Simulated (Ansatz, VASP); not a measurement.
## SrO: VASP beside Ansatz

```
Sr O
1.0
     0.00000    2.58682    2.58682
     2.58682    0.00000    2.58682
     2.58682    2.58682    0.00000
Sr O
1 1
Direct
  0.00000 0.00000 0.00000
  0.50000 0.50000 0.50000
```

Change from the starting cell: volume scaled by 1.02.

Alike in both runs: task single point; functional PBEsol; k mesh 8 × 8 × 8; occupations fermi-dirac, width 0.03 eV; no spin polarisation.

|  | VASP | Ansatz |
| --- | --- | --- |
| version | VASP 6.6.1 | Ansatz 0.2.0 |
| potentials or method | VASP PAW PBE potentials, release 64 (Sr_sv, O), cutoff 520 eV | all-electron LAPW, scalar-relativistic |

Ansatz gave:

| Property | Result |
| --- | --- |
| gap on the k mesh at the Fermi level (eV) | 3.21 |
| pressure (GPa) | -2.6 |

Problem. Which values does VASP return?

Solution. gap on the k mesh at the Fermi level (eV): 3.17; pressure (GPa): -2.1.

VASP's potentials were made for PBE, not for PBEsol. Ansatz ran all-electron here, and VASP with PAW potentials.
